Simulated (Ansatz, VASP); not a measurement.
## NaCl in VASP and in Ansatz

```
CELL_PARAMETERS angstrom
-0.07079 2.83175 2.83175
2.76096 0.00000 2.76096
2.83175 2.83175 -0.07079
ATOMIC_POSITIONS crystal
Na 0.00000 0.00000 0.00000
Cl 0.50000 0.50000 0.50000
```

Change from the starting cell: strain -0.0500 x Voigt [0, 0, 0, 0, 1, 0], atoms carried along.

Alike in both runs: task single point; functional PBEsol; k mesh 8 × 8 × 8; occupations gaussian, width 0.05 eV; no spin polarisation.

|  | VASP | Ansatz |
| --- | --- | --- |
| version | VASP 6.6.1 | Ansatz 0.2.0 |
| potentials or method | VASP PAW PBE potentials, release 64 (Na_pv, Cl), cutoff 520 eV | scalar-relativistic, plane waves, PAW |
| valence electrons in the cell | 14 | 16 |

```csv
,VASP,Ansatz,Ansatz less VASP
gap on the k mesh at the Fermi level (eV),4.78,4.79,+0.003
least direct gap on the mesh (eV),4.78,4.79,+0.003
pressure (GPa),-0.8,-0.8,-0.02
"traceless stress, the component that is largest in VASP (GPa)",0.60,0.60,+0.003
```

VASP's potentials were made for PBE, not for PBEsol. The functional is the same, so the differences come from potentials, cutoffs and numerics. VASP's potentials hold 14 valence electrons a cell and Ansatz's 16, so a difference there can come from the potentials and not from the codes.
